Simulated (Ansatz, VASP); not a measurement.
**Two plane-wave programs on Na3F4**

```
Na F
1.0
    -2.82667    2.82667    2.82667
     2.82667   -2.82667    2.82667
     2.82667    2.82667   -2.82667
Na F
3 4
Direct
  0.00000 0.50000 0.50000
  0.50000 0.00000 0.50000
  0.50000 0.50000 0.00000
  0.50000 0.50000 0.50000
  0.00000 0.00000 0.50000
  0.00000 0.50000 0.00000
  0.50000 0.00000 0.00000
```

Alike in both runs: functional PBE; k mesh 10 × 10 × 10; occupations gaussian, width 0.1 eV; collinear spin.

Ansatz relaxed the structure, and its values are those at the end. VASP's run is a single point on that final structure, the one shown.

|  | VASP | Ansatz |
| --- | --- | --- |
| version | VASP 6.6.1 | Ansatz 0.2.0 |
| potentials or method | VASP PAW PBE potentials, release 64 (Na_pv, F), cutoff 520 eV | scalar-relativistic, plane waves, PAW |
| valence electrons in the cell | 49 | 55 |

Ansatz gave:

```
gap on the k mesh at the Fermi level (eV)                     : none
pressure (GPa)                                                : 0.0
net moment per atom (μB)                                      : 0.14
size of the moment on the site where the two differ most (μB) : 0.25
```

Task: Which values does VASP return?

Result: gap on the k mesh at the Fermi level (eV): none; pressure (GPa): -0.2; net moment per atom (μB): 0.14; size of the moment on the site where the two differ most (μB): 0.23.

Site moments also hang on the region over which each program counts them. A gap of «none» marks a metal or a gap that the smearing closes. With one functional, cell and mesh, what is left measures potentials, basis and numerics. VASP's potentials hold 49 valence electrons a cell and Ansatz's 55, so a difference there can come from the potentials and not from the codes.
